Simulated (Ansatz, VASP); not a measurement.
**One calculation of Ag, two programs**

Contents of POSCAR:

```
Ag
1.0
   -1.6342676484      1.6342676484      1.5934109572
    1.6342676484     -1.6342676484      1.5934109572
    1.6342676484      1.6342676484     -1.5934109572
Ag
1
Direct
    0.0000000000      0.0000000000      0.0000000000
```

INCAR.step1

```
SYSTEM = Ag
PREC = Accurate
ENCUT = 520
ISMEAR = 0
SIGMA = 0.15
LREAL = .FALSE.
LASPH = .TRUE.
NELM = 100
NBANDS = 12
GGA = PE
ALGO = Normal
EDIFF = 1E-4
LWAVE = .TRUE.
LCHARG = .FALSE.
```

The input INCAR.step2:

```
SYSTEM = Ag
PREC = Accurate
ENCUT = 520
EDIFF = 1E-6
ISMEAR = 0
SIGMA = 0.15
LREAL = .FALSE.
LASPH = .TRUE.
NELM = 100
ALGO = Normal
ISIF = 2
LWAVE = .FALSE.
LCHARG = .FALSE.
METAGGA = R2SCAN
LMIXTAU = .TRUE.
NBANDS = 12
ISTART = 1
```

The input KPOINTS:

```
Automatic mesh
0
G
  26 26 26
  0 0 0
```

Input for Ansatz:

```yaml
crystal:
  lattice:
    - [-1.6342676484, 1.6342676484, 1.5934109572]
    - [1.6342676484, -1.6342676484, 1.5934109572]
    - [1.6342676484, 1.6342676484, -1.5934109572]
  atoms:
    - { symbol: Ag, position: [0.0, 0.0, 0.0] }
basis:
  ecutwfc: 500
kpoints:
  mp_grid: { grid: [26, 26, 26] }
hamiltonian:
  xc: r2scan
scf:
  occupations: { method: gaussian, width: 0.15 }
output:
  forces: true
  stress: true
  eigenvalues: true
```

Change from the starting cell: strain +0.000 along x and y, -0.025 along z, atoms carried along.

Alike in both runs: task single point; functional r2SCAN; k mesh 26 × 26 × 26; occupations gaussian, width 0.15 eV; no spin polarisation.

|  | VASP | Ansatz |
| --- | --- | --- |
| version | VASP 6.6.1 | Ansatz 0.2.0 |
| potentials or method | VASP PAW PBE potentials, release 64 (Ag), cutoff 520 eV | scalar-relativistic, plane waves, PAW |
| valence electrons in the cell | 11 | 19 |

```tsv
	VASP	Ansatz	Ansatz less VASP
gap on the k mesh at the Fermi level (eV)	none	none	-
pressure (GPa)	2.7	2.5	-0.18
traceless stress, the component that is largest in VASP (GPa)	-0.30	-0.30	+0.003
```

VASP's potentials were made for PBE, not for r2SCAN. A gap of «none» marks a metal or a gap that the smearing closes. VASP's potentials hold 11 valence electrons a cell and Ansatz's 19, so a difference there can come from the potentials and not from the codes.
